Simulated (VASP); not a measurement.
# CoPdO2: equation of state with PBEsol

The system is CoPdO2.

```
Pd Co O
1.0
     1.43169    0.82659    5.95777
    -1.43169    0.82659    5.95777
     0.00000   -1.65317    5.95777
Pd Co O
1 1 2
Cartesian
  0.0000 0.0000 0.0000
  0.0000 0.0000 8.9367
  0.0000 0.0000 2.0103
  0.0000 0.0000 15.8630
```

```yaml
Program: VASP 6.6.1
Task: equation of state
Functional: PBEsol
Potentials_or_basis: VASP PAW PBE potentials, release 64 (Pd, Co, O)
Cutoff: 520 eV
k_mesh: 11 × 11 × 11
Occupations: fermi-dirac, width 0.05 eV
Spin: collinear spin, ferromagnetic start
Starting_moments: "[0.0, 2.0, 0.0, 0.0] μB"
Further_INCAR_settings: ALGO = Normal; EDIFF = 1e-07; NBANDS = 28
```

The equilibrium volume is 10.08 Å³/atom. The bulk modulus at fixed shape and positions is 246 GPa. The pressure derivative of the bulk modulus is 5.0.

Energy against volume, from the lowest point:
```csv
volume (Å³/atom),energy (meV/atom)
9.941,1.00
10.153,0.00
10.364,5.51
10.576,16.76
10.787,33.08
10.999,53.87
11.210,78.58
```

All runs of the series together: 2.6 h on 1 thread of Intel(R) Xeon(R) Platinum 8488C (Sapphire Rapids), with other jobs on the host.

Caveat: the cell was scaled at fixed shape and fractional positions, which overstates the stiffness of a crystal with free parameters, most of all of layers and chains; the PAW data sets were made with another functional, which shifts forces and pressure a little.
